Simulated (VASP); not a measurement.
Input of a VASP 6.6.1 run:

File INCAR:

```
SYSTEM = Al4N3
PREC     = Accurate       ! precision mode
ENCUT    = 520            ! plane-wave cutoff, eV
EDIFF    = 1E-6           ! SCF threshold, eV
ISMEAR   = 0              ! smearing method
SIGMA    = 0.1            ! smearing width, eV
LREAL    = .False.        ! projectors in reciprocal space
LASPH    = .True.         ! aspherical terms in the spheres
NELM     = 100            ! most SCF steps
ALGO     = Normal         ! electronic algorithm
ISIF     = 2              ! what is computed and relaxed
LWAVE    = .False.        ! write WAVECAR
LCHARG   = .False.        ! write CHGCAR
GGA      = PE             ! functional
NBANDS   = 22             ! bands
```

File KPOINTS:

```
regular mesh
0
Gamma
  12 12 4
  0 0 0
```

Contents of POSCAR:

```
Al4N3
1.0
    3.0224997699      0.0000000000      0.0000000000
   -1.5112498850      2.6175615837      0.0000000000
    0.0000000000      0.0000000000      9.4666244943
Al N
4 3
Direct
    0.0000000000      0.0000000000      0.4972092475
    0.3333333333      0.6666666667      0.7636980113
    0.0000000000      0.0000000000      0.9767922671
    0.3333333333      0.6666666667      0.2369662074
    0.3333333333      0.6666666667      0.4330966571
    0.0000000000      0.0000000000      0.6934440398
    0.0000000000      0.0000000000      0.1737935697
```

Potentials or basis: VASP PAW PBE potentials, release 64 (Al, N).

Launch:

```sh
$ cat potpaw_PBE.64/Al/POTCAR potpaw_PBE.64/N/POTCAR > POTCAR
$ mpirun -np 1 vasp_std > vasp.out
```

(1) Predict the largest force.

(2) Predict the pressure.

Answers

(1) 0.009 eV/Å.

(2) 16.9 GPa.
